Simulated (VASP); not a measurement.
# As5S (F-43m) in VASP: further runs, part 2 of 2

VASP 6.6.1.

**3. Single point, PBE**

This run uses another cell than the first one, of 24.89 Å³/atom, 1.237 times its volume.

INCAR reads:

```
SYSTEM = As5S
PREC     = Accurate       ! precision mode
ENCUT    = 520            ! plane-wave cutoff, eV
EDIFF    = 1E-7           ! SCF threshold, eV
ISMEAR   = 0              ! smearing method
SIGMA    = 0.1            ! smearing width, eV
LREAL    = .False.        ! projectors in reciprocal space
LASPH    = .True.         ! aspherical terms in the spheres
NELM     = 80             ! most SCF steps
ALGO     = Normal         ! electronic algorithm
ISIF     = 2              ! what is computed and relaxed
LWAVE    = .False.        ! write WAVECAR
LCHARG   = .True.         ! write CHGCAR
GGA      = PE             ! functional
LELF     = .True.         ! ELF
LVHAR    = .True.       
NBANDS   = 24             ! bands
```

KPOINTS reads:

```
Automatic mesh
0
Gamma
  4 4 4
  0 0 0
```

POSCAR reads:

```
As5S
1.0
    0.0000000000      4.2109804100      4.2109804100
    4.2109804100      0.0000000000      4.2109804100
    4.2109804100      4.2109804100      0.0000000000
As S
5 1
Direct
    0.2500000000      0.2500000000      0.2500000000
    0.1261565700      0.6246144800      0.6246144800
    0.6246144800      0.6246144800      0.6246144800
    0.6246144800      0.6246144800      0.1261565700
    0.6246144800      0.1261565700      0.6246144800
    0.0000000000      0.0000000000      0.0000000000
```

Potentials or basis: VASP PAW PBE potentials, release 64 (As, S).

Started as:

```sh
$ cat potpaw_PBE.64/As/POTCAR potpaw_PBE.64/S/POTCAR > POTCAR
$ mpirun -np 1 vasp_std > vasp.out
```

OUTCAR:

```text
SYSTEM = As5S
   PREC = Accurate
   ENCUT = 520
   EDIFF = 1E-7
   ISMEAR = 0
   LREAL = .False.
   LASPH = .True.
   NELM = 80
   ISIF = 2
   GGA = PE

 ion  position               nearest neighbor table
   1  0.250  0.250  0.250-
   2  0.126  0.625  0.625-
   3  0.625  0.625  0.625-
   4  0.625  0.625  0.126-
   5  0.625  0.126  0.625-
   6  0.000  0.000  0.000-

  LATTYP: Found a face centered cubic cell.
 ALAT       =     8.4219608200

  Lattice vectors:

 A1 = (   0.0000000000,   4.2109804100,   4.2109804100)
 A2 = (   4.2109804100,   0.0000000000,   4.2109804100)
 A3 = (   4.2109804100,   4.2109804100,   0.0000000000)

Analysis of symmetry for initial positions (statically):
=====================================================================
 Subroutine PRICEL returns:
 Original cell was already a primitive cell.

 Routine SETGRP: Setting up the symmetry group for a
 face centered cubic supercell.

 Subroutine GETGRP returns: Found 24 space group operations
 (whereof 24 operations were pure point group operations)
 out of a pool of 48 trial point group operations.

The static configuration has the point symmetry T_d .

Analysis of symmetry for dynamics (positions and initial velocities):
=====================================================================
 Subroutine PRICEL returns:
 Original cell was already a primitive cell.

 Routine SETGRP: Setting up the symmetry group for a
 face centered cubic supercell.

 Subroutine GETGRP returns: Found 24 space group operations
 (whereof 24 operations were pure point group operations)
 out of a pool of 48 trial point group operations.

[... 107 lines left out ...]
   EFERMI_NEDOS =   21; number of points for ismear=-14 and -15
   IALGO  =     38    algorithm
   IMIX   =      4    mixing-type and parameters
     AMIX     =   0.40;   BMIX     =  1.00
     AMIX_MAG =   1.60;   BMIX_MAG =  1.00
  volume/ion in A,a.u.               =      24.89       167.97
  Fermi-wavevector in a.u.,A,eV,Ry     =   0.969324  1.831756 12.783877  0.939588
  Thomas-Fermi vector in A             =   2.099367
   LORBIT       =      0    0 simple, 1 ext, 2 COOP (PROOUT), +10 PAW based schemes
   GGA     = PE    functional components
   LHFCALC =     F    Hartree Fock is set to
   AEXX    =    0.0000 exact exchange contribution
   IVDW    =     0    specifies the selected vdW correction
   LEPSILON=     F    determine dielectric tensor
   LRPA    =     F    only Hartree local field effects (RPA)
 non-spin polarized calculation
 Gauss-broadening in eV      SIGMA  =   0.10
  energy-cutoff  :      520.00
  volume of cell :      149.34
 maximum number of plane-waves:      4044
 NGX is ok and might be reduce to    48
   NGX = 23   NGY = 23   NGZ = 23

 number of electron      30.9999998 magnetization

 Free energy of the ion-electron system (eV)
  ---------------------------------------------------
  ext. energy  EPLUGINS =         0.00000000
  ---------------------------------------------------
  free energy    TOTEN  =       -22.07805208 eV

  energy without entropy =      -22.03341010  energy(sigma->0) =      -22.05573109

 E-fermi :   3.4331     XC(G=0):  -9.4926

 val. band max:        3.4099406571   @ k =   0.5000   0.2500   0.0000
 cond. band min:       3.4461615417   @ k =  -0.2500   0.2500   0.0000
 fundamental gap:      0.0362208846
 Fermi energy:         3.4330744260

 k-point     1 :       0.0000    0.0000    0.0000
  band No.  band energies     occupation
      1      -9.8462      2.00000
      2      -7.5927      2.00000
      3      -6.2967      2.00000
      4      -5.7557      2.00000
      5      -5.7557      2.00000
      6      -5.7557      2.00000
[... 205 lines left out ...]
     23       6.0156      0.00000
     24       6.0389      0.00000

------------------------ aborting loop because EDIFF is reached ----------------------------------------

  FORCE on cell =-STRESS in cart. coord.  units (eV):
  Direction    XX          YY          ZZ          XY          YZ          ZX
  --------------------------------------------------------------------------------------
  -------------------------------------------------------------------------------------
  Total       -9.5545985     -9.5545985     -9.5545985      0.0000000     -0.0000000      0.0000000
  in kB     -102.5046021   -102.5046021   -102.5046021      0.0000000     -0.0000000      0.0000000
  external PRESSURE =    -102.5046021 kB  Pullay stress =       0.0000000 kB

 VOLUME and BASIS-vectors are now :
 -----------------------------------------------------------------------------
  energy-cutoff  :      520.00
  volume of cell :      149.34
      direct lattice vectors                 reciprocal lattice vectors
     0.000000000  4.210980410  4.210980410    -0.118737195  0.118737195  0.118737195
     4.210980410  0.000000000  4.210980410     0.118737195 -0.118737195  0.118737195
     4.210980410  4.210980410  0.000000000     0.118737195  0.118737195 -0.118737195

 POSITION                                       TOTAL-FORCE (eV/Angst)
 -----------------------------------------------------------------------------------
      2.10549      2.10549      2.10549         0.000000      0.000000      0.000000
      5.26048      3.16148      3.16148         0.033135     -0.033135     -0.033135
      5.26048      5.26048      5.26048         0.033135      0.033135      0.033135
      3.16148      3.16148      5.26048        -0.033135     -0.033135      0.033135
      3.16148      5.26048      3.16148        -0.033135      0.033135     -0.033135
      0.00000      0.00000      0.00000         0.000000      0.000000      0.000000
 -----------------------------------------------------------------------------------
    total drift:                               -0.000017     -0.000017     -0.000017

  FREE ENERGIE OF THE ION-ELECTRON SYSTEM (eV)
  ---------------------------------------------------
  free  energy   TOTEN  =       -22.0780520822 eV

  energy  without entropy=      -22.0334100958  energy(sigma->0) =      -22.05573109
```

Wall time 28 s (1 thread of Intel Xeon Platinum 8559C (Emerald Rapids), shared host); peak memory 0.3 GiB.

Results:

```yaml
Free_energy: -22.0781 eV
Pressure: -10.3 GPa
Largest_force: 0.057 eV/Å
```

Forces in eV/Å, atoms in the order of the input:
```
As   0.000  0.000  0.000
As   0.033 -0.033 -0.033
As   0.033  0.033  0.033
As  -0.033 -0.033  0.033
As  -0.033  0.033 -0.033
S    0.000  0.000  0.000
```

**4. Relaxation of cell and atoms, PBE**

This run uses another cell than the first one, of 24.89 Å³/atom, 1.237 times its volume.

INCAR reads:

```
SYSTEM = As5S
  ALGO = Normal
  EDIFF = 1E-6
  EDIFFG = -0.04
  ENCUT = 600
  GGA = PE
  IBRION = 2
  ISIF = 3
  ISMEAR = 0
  LASPH = .TRUE.
  LCHARG = .FALSE.
  LREAL = .FALSE.
  LWAVE = .FALSE.
  NELM = 60
  NSW = 90
  PREC = Accurate
  SIGMA = 0.1
```

KPOINTS reads:

```
k-points
0
G
  4 4 4
  0 0 0
```

POSCAR is that of step 3.

Started as:

```sh
$ cat potpaw_PBE.64/As/POTCAR potpaw_PBE.64/S/POTCAR > POTCAR
$ mpirun -np 1 vasp_std > vasp.out
```

Wall time 2.1 min (1 thread of Intel Xeon Platinum 8559C (Emerald Rapids), shared host); peak memory 0.34 GiB.

The run converged. Its results:

| Property | Result |
| --- | --- |
| Free energy | -23.3202 eV |
| Relaxed volume | 20.13 Å³/atom |
| Relaxed cell | a = 5.548 Å, b = 5.548 Å, c = 5.548 Å, α = 60.00°, β = 60.00°, γ = 60.00° |
| Space group after relaxing (to 0.05 Å) | F-43m (No. 216) |
| Energy gained by relaxing | 207.0 meV/atom |
| Ionic steps | 11 |
| Pressure after relaxing | 0.1 GPa |
| Largest force after relaxing | 0.037 eV/Å |

Forces on the atoms (eV/Å):
```
As   0.000  0.000  0.000
As  -0.021  0.021  0.021
As  -0.021 -0.021 -0.021
As   0.021  0.021 -0.021
As   0.021 -0.021  0.021
S    0.000  0.000  0.000
```

Step by step:
```
step  energy change (eV)  largest force (eV/Å)  pressure (GPa)  volume (Å³)
   1              0.0000                0.0573          -10.25       149.34
   2             -1.1934                0.1383            0.89       117.50
   3             -1.1971                0.1413            0.05       118.82
   4             -1.1966                0.1419           -0.29       119.39
   5             -1.2009                0.1725           -0.27       119.34
   6             -1.2167                0.1949           -0.12       119.22
   7             -1.2378                0.0491            0.61       118.96
   8             -1.2381                0.0250            0.92       118.89
   9             -1.2384                0.0108            0.77       118.92
  10             -1.2411                0.0068            0.51       119.60
  11             -1.2423                0.0368            0.10       120.75
```

Final structure:
```yaml
crystal:
  lattice:
    - [0.00000, 3.92302, 3.92302]
    - [3.92302, 0.00000, 3.92302]
    - [3.92302, 3.92302, 0.00000]
  atoms:
    - { symbol: As, position: [0.25000, 0.25000, 0.25000] }
    - { symbol: As, position: [0.10549, 0.63150, 0.63150] }
    - { symbol: As, position: [0.63150, 0.63150, 0.63150] }
    - { symbol: As, position: [0.63150, 0.63150, 0.10549] }
    - { symbol: As, position: [0.63150, 0.10549, 0.63150] }
    - { symbol: S, position: [0.00000, 0.00000, 0.00000] }
```

Levels at points of the mesh, in eV from the Fermi level:
```tsv
k point	band 12	band 13	band 14	band 15	band 16	band 17	band 18	band 19
(0.00, 0.00, 0.00)	-2.88	-2.74	-2.74	-2.74	1.14	1.14	1.14	4.02
(0.50, 0.00, 0.00)	-2.35	-1.52	-1.52	-0.63	-0.23	0.96	0.96	0.97
(0.50, 0.50, 0.00)	-1.24	-1.24	-1.07	-0.87	-0.51	-0.17	-0.17	-0.12
```

Caveat: the volume moved by over 15 % at a fixed basis, so the end points are rough; the bands computed are all filled at some k points, so no gap is given.

**5. Summary**

| task | cell | cutoff (eV) | gap on the mesh (eV) | pressure (GPa) | largest force (eV/Å) |
| --- | --- | --- | --- | --- | --- |
| single point | a = 5.548 Å, angles 60.0°, 6 atoms | 520 | none | 0.1 | 0.05 |
| single point | a = 5.955 Å, angles 60.0°, 6 atoms | 520 | none | -10.3 | 0.06 |
| relaxation of cell and atoms | relaxed from a = 5.955 Å, angles 60.0°, 6 atoms | 600 | - | 0.1 | 0.04 |

Alike in all rows: level PBE; potentials or basis VASP PAW PBE potentials, release 64 (As, S); no spin polarisation; k mesh 4 × 4 × 4; smearing gaussian 0.1 eV.

Caveats: the volume moved by over 15 % at a fixed basis, so the end points are rough (some runs); the bands computed are all filled at some k points, so no gap is given (some runs).

Absolute energies hang on the potentials; compare differences alone.
